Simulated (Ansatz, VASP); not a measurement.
One calculation of Hf2O, two programs

```
CELL_PARAMETERS angstrom
3.14769 0.00000 0.00000
-1.57385 2.72598 0.00000
0.00000 0.00000 10.82170
ATOMIC_POSITIONS crystal
Hf 0.66667 0.33333 0.88975
Hf 0.33333 0.66667 0.38975
Hf 0.66667 0.33333 0.61025
Hf 0.33333 0.66667 0.11025
O 0.00000 0.00000 0.75000
O 0.00000 0.00000 0.25000
```

Alike in both runs: task relaxation of cell and atoms; functional r2SCAN; k mesh 12 × 12 × 4; occupations gaussian, width 0.1 eV; no spin polarisation.

|  | VASP | Ansatz |
| --- | --- | --- |
| version | VASP 6.6.1 | Ansatz 0.2.0 |
| potentials or method | VASP PAW PBE potentials, release 64 (Hf_pv, O), cutoff 600 eV | scalar-relativistic, plane waves, PAW |
| valence electrons in the cell | 52 | 116 |

```csv
,VASP,Ansatz,Ansatz less VASP
"gap on the k mesh at the Fermi level, each at its own relaxed structure (eV)",none,none,-
relaxed volume (Å³/atom),15.33,15.48,+0.148
relaxed length of the cell vector where the two differ most in proportion (Å),10.814,10.852,+0.0374
```

VASP's potentials were made for PBE, not for r2SCAN. A gap of «none» marks a metal or a gap that the smearing closes. VASP's potentials hold 52 valence electrons a cell and Ansatz's 116, so a difference there can come from the potentials and not from the codes.

Neither program's run includes spin-orbit coupling.
